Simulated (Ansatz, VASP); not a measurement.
## One calculation of Sc4Ta, two programs

```xyz
5
Lattice="4.5740 0.0000 0.0000 0.0000 4.5740 0.0000 0.0000 0.0000 4.5740" Properties=species:S:1:pos:R:3 pbc="T T T"
Sc    0.0000    2.2870    2.2870
Sc    2.2870    0.0000    2.2870
Sc    2.2870    2.2870    0.0000
Sc    2.2870    2.2870    2.2870
Ta    0.0000    0.0000    0.0000
```

Alike in both runs: task single point; functional PBE; k mesh 4 × 4 × 4; occupations gaussian, width 0.1 eV; no spin polarisation.

|  | VASP | Ansatz |
| --- | --- | --- |
| version | VASP 6.6.1 | Ansatz 0.2.0 |
| potentials or method | VASP PAW PBE potentials, release 64 (Sc_sv, Ta_pv), cutoff 520 eV | scalar-relativistic, plane waves, PAW |
| valence electrons in the cell | 55 | 57 |

```tsv
	VASP	Ansatz	Ansatz less VASP
gap on the k mesh at the Fermi level (eV)	none	none	-
pressure (GPa)	13.9	13.3	-0.65
```

A gap of «none» marks a metal or a gap that the smearing closes. VASP's potentials hold 55 valence electrons a cell and Ansatz's 57, so a difference there can come from the potentials and not from the codes.

Neither program's run includes spin-orbit coupling.
